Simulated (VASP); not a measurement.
Here is a VASP 6.6.1 calculation.

File INCAR:

```
  PREC = Accurate
  ENCUT = 520
  EDIFF = 1E-6
  ISMEAR = 0
  SIGMA = 0.1
  LREAL = F
  LASPH = T
  NELM = 60
  ALGO = Normal
  ISIF = 2
  LWAVE = F
  LCHARG = F
  GGA = PE
  NBANDS = 29
```

The input KPOINTS:

```
regular mesh
0
Gamma
  10 10 2
```

Contents of POSCAR:

```
Mg3S2
1.0
    3.6496152360     -0.0003892408      0.0122649265
   -1.8245411317      3.1604641254      0.0004712783
   -0.0487054868     -0.0303867856     17.3118666138
Mg S
6 4
Direct
    0.5827587907      0.4160551403      0.1765729704
    0.9164422932      0.0835298600      0.6765844149
    0.2502329211      0.7496771363      0.8234466702
    0.2509236559      0.7508864421      0.3234559639
    0.9163252794      0.0827607785      0.9994285085
    0.5835779085      0.4172044370      0.4994385562
    0.2493494788      0.7492861666      0.0883227214
    0.2498873125      0.7503609799      0.5883169028
    0.9172357904      0.0840034039      0.4122147641
    0.5832665694      0.4162356552      0.9122185276
```

Potentials or basis: VASP PAW PBE potentials, release 64 (Mg, S).

The run is started by

```bash
$ cat potpaw_PBE.64/Mg/POTCAR potpaw_PBE.64/S/POTCAR > POTCAR
$ mpirun -np 1 vasp_std > vasp.out
```

Task: Estimate the pressure.

Result: -0.2 GPa.

Task: Predict the band gap on the k mesh.

Result: Zero (band 18 reaches 4.39 eV, above the bottom of band 19 at 4.36 eV).

Task: Estimate the largest force.

Result: 0.006 eV/Å.

Forces in eV/Å, atoms in the order of the input:
```
Mg   0.000  0.000 -0.003
Mg   0.000  0.000 -0.004
Mg   0.000  0.000  0.006
Mg   0.000 -0.001  0.006
Mg   0.000  0.000 -0.001
Mg   0.000  0.000 -0.002
S    0.001  0.000 -0.006
S    0.001  0.000 -0.005
S    0.000  0.000  0.005
S    0.000  0.000  0.004
```
